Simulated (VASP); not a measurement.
# WS2 in VASP: further runs, part 2 of 2

VASP 6.6.1. Earlier steps stand in the parts before.

## (4) Single point, PBE+D3(BJ)

This run uses another cell than the first one.

Input file INCAR:

```
  PREC = Accurate
  ENCUT = 520
  EDIFF = 1E-6
  ISMEAR = 0
  SIGMA = 0.02
  LREAL = F
  LASPH = T
  NELM = 60
  ALGO = Normal
  ISIF = 2
  LWAVE = F
  LCHARG = T
  LDIPOL = T
  IDIPOL = 3
  DIPOL = 0.5 0.5 0.500
  GGA = PE
  IVDW = 12
  LELF = T
  LVHAR = T
  LVACPOTAV = T
  NBANDS = 20
```

Input file KPOINTS:

```
regular mesh
0
Gamma
  12 12 1
```

Input file POSCAR:

```
WS2
1.0
    3.2860000000      0.0000000000      0.0000000000
   -1.6430000000      2.8457594768      0.0000000000
    0.0000000000      0.0000000000     32.2910878415
S W
2 1
Direct
    0.3333333333      0.6666666667      0.4524697866
    0.3333333333      0.6666666667      0.5475424585
    0.6666666667      0.3333333333      0.5000061203
```

Potentials or basis: VASP PAW PBE potentials, release 64 (S, W_sv).

The run is started by

```console
> cat potpaw_PBE.64/S/POTCAR potpaw_PBE.64/W_sv/POTCAR > POTCAR
> mpirun -np 1 vasp_std > vasp.out
```

OUTCAR:

```text
PREC = Accurate
   ENCUT = 520
   EDIFF = 1E-6
   ISMEAR = 0
   LREAL = F
   LASPH = T
   NELM = 60
   ISIF = 2
   GGA = PE
   IVDW = 12
 IVDW          = 12

 ion  position               nearest neighbor table
   1  0.333  0.667  0.452-   3 2.44   3 2.44   3 2.44
   2  0.333  0.667  0.548-   3 2.44   3 2.44   3 2.44
   3  0.667  0.333  0.500-   1 2.44   1 2.44   1 2.44   2 2.44   2 2.44   2 2.44

  LATTYP: Found a hexagonal cell.
 ALAT       =     3.2860000000
 C/A-ratio  =     9.8268678763

  Lattice vectors:

 A1 = (   3.2860000000,   0.0000000000,   0.0000000000)
 A2 = (  -1.6430000000,   2.8457594768,   0.0000000000)
 A3 = (   0.0000000000,   0.0000000000,  32.2910878415)

Analysis of symmetry for initial positions (statically):
=====================================================================
 Subroutine PRICEL returns:
 Original cell was already a primitive cell.

 Routine SETGRP: Setting up the symmetry group for a
 hexagonal supercell.

 Subroutine GETGRP returns: Found 12 space group operations
 (whereof  6 operations were pure point group operations)
 out of a pool of 24 trial point group operations.
[... 168 lines left out ...]
 cond. band min:      -2.1777838143   @ k =   0.3333   0.3333   0.0000
 fundamental gap:      1.0932819741
 Fermi energy:        -3.1304951239

 k-point     1 :       0.0000    0.0000    0.0000
  band No.  band energies     occupation
      1     -77.7211      2.00000
      2     -41.8840      2.00000
      3     -41.8333      2.00000
      4     -41.8333      2.00000
      5     -18.0347      2.00000
      6     -16.3747      2.00000
[... 426 lines left out ...]
     19       3.2365      0.00000
     20       5.6980      0.00000

------------------------ aborting loop because EDIFF is reached ----------------------------------------

 vacuum level on the upper side and lower side of the slab       (xc-potential included)        -0.122        -0.122

 Edisp (eV)   -0.86291

 E8    (eV) :    -0.3881

  FORCE on cell =-STRESS in cart. coord.  units (eV):
  Direction    XX          YY          ZZ          XY          YZ          ZX
  --------------------------------------------------------------------------------------
  -------------------------------------------------------------------------------------
  Total      -3.69535    -3.69535    -0.12194     0.00000     0.00000     0.00000
  in kB     -19.60732   -19.60732    -0.64702     0.00000     0.00000     0.00000
  external pressure =      -13.29 kB  Pullay stress =        0.00 kB

 VOLUME and BASIS-vectors are now :
 -----------------------------------------------------------------------------
  energy-cutoff  :      520.00
  volume of cell :      301.96
      direct lattice vectors                 reciprocal lattice vectors
     3.286000000  0.000000000  0.000000000     0.304321363  0.175700021  0.000000000
    -1.643000000  2.845759477  0.000000000     0.000000000  0.351400042  0.000000000
     0.000000000  0.000000000 32.291087842     0.000000000  0.000000000  0.030968297

 POSITION                                       TOTAL-FORCE (eV/Angst)
 -----------------------------------------------------------------------------------
     -0.00000      1.89717     14.61074        -0.000000     -0.000000      0.030903
     -0.00000      1.89717     17.68074        -0.000000     -0.000000     -0.030903
      1.64300      0.94859     16.14574         0.000000      0.000000      0.000000
 -----------------------------------------------------------------------------------
    total drift:                                0.000000     -0.000000     -0.000145

  FREE ENERGIE OF THE ION-ELECTRON SYSTEM (eV)
  ---------------------------------------------------
  free  energy   TOTEN  =       -24.4498195751 eV

  energy  without entropy=      -24.4498195751  energy(sigma->0) =      -24.44981958

 vacuum level on the upper side and lower side of the slab         2.236         2.236
```

OSZICAR:

```text
N       E                     dE             d eps       ncg     rms          rms(c)
DAV:   1     0.181521022459E+03    0.18152E+03   -0.12488E+04   928   0.963E+02
DAV:   2    -0.520090554354E+01   -0.18672E+03   -0.18130E+03  1056   0.210E+02
DAV:   3    -0.248204612936E+02   -0.19620E+02   -0.19528E+02  1096   0.688E+01
[... 14 lines left out ...]
DAV:  18    -0.235869007964E+02   -0.23237E-04   -0.76019E-07   812   0.380E-03    0.600E-03
DAV:  19    -0.235869051520E+02   -0.43556E-05   -0.63793E-08   688   0.126E-03    0.347E-03
DAV:  20    -0.235869116819E+02   -0.65299E-05   -0.15917E-07   692   0.161E-03    0.156E-03
DAV:  21    -0.235869128027E+02   -0.11208E-05   -0.29837E-08   628   0.721E-04    0.197E-03
DAV:  22    -0.235869133163E+02   -0.51362E-06   -0.78946E-09   548   0.424E-04
   1 F= -.24449820E+02 E0= -.24449820E+02  d E =-.275311E-25
```

It took 87 s on 1 thread of Intel Xeon 6975P-C (Granite Rapids), shared host; peak memory 0.4 GiB.

What came out:

- Free energy: -24.4498 eV
- Largest force: 0.031 eV/Å
- Band gap on the k mesh: 1.09 eV (least direct gap 1.44 eV)
- Dispersion energy per atom: -0.288 eV
- Ionisation potential of the upper face: 5.51 eV

Forces on the atoms (eV/Å):
```
S    0.000  0.000  0.031
S    0.000  0.000 -0.031
W    0.000  0.000  0.000
```

Caveat: spin-orbit coupling is left out, which moves the levels of the heavy elements.

## (5) Single point, PBE+D3(BJ)

This run uses another cell than the first one.

Input file INCAR:

```
PREC = Accurate
ENCUT = 520
EDIFF = 1E-6
ISMEAR = 0
SIGMA = 0.02
LREAL = F
LASPH = T
NELM = 100
ALGO = Normal
ISIF = 2
LWAVE = F
LCHARG = F
LDIPOL = T
IDIPOL = 3
DIPOL = 0.5 0.5 0.500
GGA = PE
IVDW = 12
NBANDS = 20
```

Input file KPOINTS:

```
Automatic mesh
0
Gamma
  12 12 1
```

Input file POSCAR:

```
WS2
1.0
    3.2860000000      0.0000000000      0.0000000000
   -1.6430000000      2.8457594768      0.0000000000
    0.0000000000      0.0000000000     32.2910878415
S W
2 1
Direct
    0.3333333333      0.6666666667      0.4499303862
    0.3333333333      0.6666666667      0.5500818589
    0.6666666667      0.3333333333      0.5000061202
```

The run is started by

```console
> cat potpaw_PBE.64/S/POTCAR potpaw_PBE.64/W_sv/POTCAR > POTCAR
> mpirun -np 1 vasp_std > vasp.out
```

Wall time 81 s (1 thread of Intel Xeon 6975P-C (Granite Rapids), shared host); peak memory 0.4 GiB.

It converged, with:

| Quantity | Value |
| --- | --- |
| Free energy | -24.3246 eV |
| Largest force | 1.443 eV/Å |
| Band gap on the k mesh | 1.60 eV |
| Dispersion energy per atom | -0.283 eV |

Forces on the atoms (eV/Å):
```
S    0.000  0.000  1.443
S    0.000  0.000 -1.443
W    0.000  0.000  0.000
```

Levels at points of the mesh, in eV from the valence-band top:
```csv
k point,band 10,band 11,band 12,band 13,band 14,band 15,band 16,band 17
"(0.00, 0.00, 0.00)",-1.98,-1.55,-1.55,-0.01,2.58,2.58,2.63,2.63
"(0.50, 0.00, 0.00)",-3.13,-2.07,-1.31,-0.85,2.46,2.87,3.73,4.17
```

Caveat: spin-orbit coupling is left out, which moves the levels of the heavy elements.

## (6) Overview

```tsv
cell	gap on the mesh (eV)	largest force (eV/Å)
a = 3.223, b = 3.223, c = 32.291 Å, angles 90.0, 90.0, 120.0°, 3 atoms, atomic positions A	1.70	1.77
a = 3.286, b = 3.286, c = 32.291 Å, angles 90.0, 90.0, 120.0°, 3 atoms, atomic positions B	0.49	1.72
a = 3.286, b = 3.286, c = 32.291 Å, angles 90.0, 90.0, 120.0°, 3 atoms, atomic positions C	1.09	0.03
a = 3.286, b = 3.286, c = 32.291 Å, angles 90.0, 90.0, 120.0°, 3 atoms, atomic positions D	1.60	1.44
```

Alike in all rows: task single point; level PBE+D3(BJ); potentials or basis VASP PAW PBE potentials, release 64 (S, W_sv); no spin polarisation; k mesh 12 × 12 × 1; cutoff (eV) 520; smearing gaussian 0.02 eV.

Caveats: spin-orbit coupling is left out, which moves the levels of the heavy elements.

Total energies depend on the potentials used, so only differences within one code and one set of settings carry meaning.
